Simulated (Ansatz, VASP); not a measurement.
# Two plane-wave programs on P4C

```
CELL_PARAMETERS angstrom
4.02292 0.00000 0.00000
0.00000 4.02292 0.00000
0.00000 0.00000 4.02292
ATOMIC_POSITIONS crystal
P 0.50000 0.00000 0.00000
P 0.00000 0.50000 0.00000
P 0.00000 0.00000 0.50000
P 0.50000 0.50000 0.50000
C 0.00000 0.00000 0.00000
```

Change from the starting cell: species swapped into the Co4N type (Pm-3m, No. 221).

Alike in both runs: functional PBE; k mesh 4 × 4 × 4; occupations gaussian, width 0.1 eV; collinear spin.

Ansatz relaxed the structure, and its values are those at the end. VASP's run is a single point on that final structure, the one shown.

```csv
,VASP,Ansatz
version,VASP 6.6.1,Ansatz 0.2.0
potentials or method,"VASP PAW PBE potentials, release 64 (P, C), cutoff 520 eV","scalar-relativistic, plane waves, PAW"
valence electrons in the cell,24,24
```

```tsv
	VASP	Ansatz	Ansatz less VASP
gap on the k mesh at the Fermi level (eV)	none	none	-
pressure (GPa)	-0.3	-0.1	+0.22
net moment per atom (μB)	0.03	0.07	+0.040
size of the moment on the site where the two differ most (μB)	0.02	0.07	+0.050
```

Site moments also hang on the region over which each program counts them. A gap of «none» marks a metal or a gap that the smearing closes.

The k mesh is coarse, so the values compare programs but aren't converged.
